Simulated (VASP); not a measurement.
Crystal: Ba.

```
CELL_PARAMETERS angstrom
2.50500 2.50500 2.50500
-2.50500 2.50500 2.50500
-2.50500 -2.50500 2.50500
ATOMIC_POSITIONS crystal
Ba 0.00000 0.00000 0.00000
```

| Item | Value |
| --- | --- |
| Program | VASP 6.6.1 |
| Task | relaxation of cell and atoms |
| Functional | r2SCAN |
| Potentials or basis | VASP PAW PBE potentials, release 64 (Ba_sv) |
| Cutoff | 600 eV |
| k mesh | 6 × 6 × 6 |
| Occupations | gaussian, width 0.1 eV |
| Spin | no spin polarisation |

At the start: pressure 0.5 GPa; volume 62.88 Å³/atom.

How do energy, volume and symmetry change on relaxing?

Over 4 steps the energy falls by 4.5 meV/atom and the volume is 65.89 Å³/atom (+4.8 %); space group Im-3m (No. 229, to 0.1 Å) before and after.

The path:
| step | energy change (eV) | largest force (eV/Å) | pressure (GPa) | volume (Å³) |
| --- | --- | --- | --- | --- |
| 1 | 0.0000 | 0.0000 | 0.46 | 62.88 |
| 2 | -0.0034 | 0.0000 | 0.21 | 64.53 |
| 3 | -0.0045 | 0.0000 | -0.06 | 66.28 |
| 4 | -0.0045 | 0.0000 | 0.03 | 65.89 |

Final structure:
```yaml
crystal:
  lattice:
    - [2.54441, 2.54441, 2.54441]
    - [-2.54441, 2.54441, 2.54441]
    - [-2.54441, -2.54441, 2.54441]
  atoms:
    - { symbol: Ba, position: [0.00000, 0.00000, 0.00000] }
```

Caveat: the PAW data sets were made with another functional, which shifts forces and pressure a little.
